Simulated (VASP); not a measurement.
The system is SiNi.

```
CELL_PARAMETERS angstrom
2.94277 0.00000 0.00000
0.00000 3.28033 0.00000
0.00000 0.00000 4.67745
ATOMIC_POSITIONS crystal
Ni 0.50000 0.50000 0.34250
Ni 0.00000 0.00000 0.65750
Si 0.50000 0.50000 0.84314
Si 0.00000 0.00000 0.15686
```

Base run:

| Item | Value |
| --- | --- |
| Program | VASP 6.6.1 |
| Functional | PBE |
| Potentials or basis | VASP PAW PBE potentials, release 64 (Ni, Si) |
| Cutoff | 520 eV |
| k mesh | 8 × 7 × 5 |
| Occupations | fermi-dirac, width 0.05 eV |
| Spin | collinear spin, ferromagnetic start |
| Starting moments | [1.5, 1.5, 0.0, 0.0] μB |
| Fixed moment | 3 μB |

Its results: pressure 21.1 GPa; site moments Ni +0.98; Si +0.23 μB; largest force 0.828 eV/Å.

Task: The run is repeated on the same cell with these changes: fixed moment from 3 μB to 4 μB; moments at the start from [1.5, 1.5, 0.0, 0.0] to [2.0, 2.0, 0.0, 0.0]. What comes out?

Result: Pressure 28.8 GPa; site moments Ni +1.28; Si +0.31 μB; largest force 0.827 eV/Å.

Caveats: the total moment is fixed, so each spin has its own Fermi level.
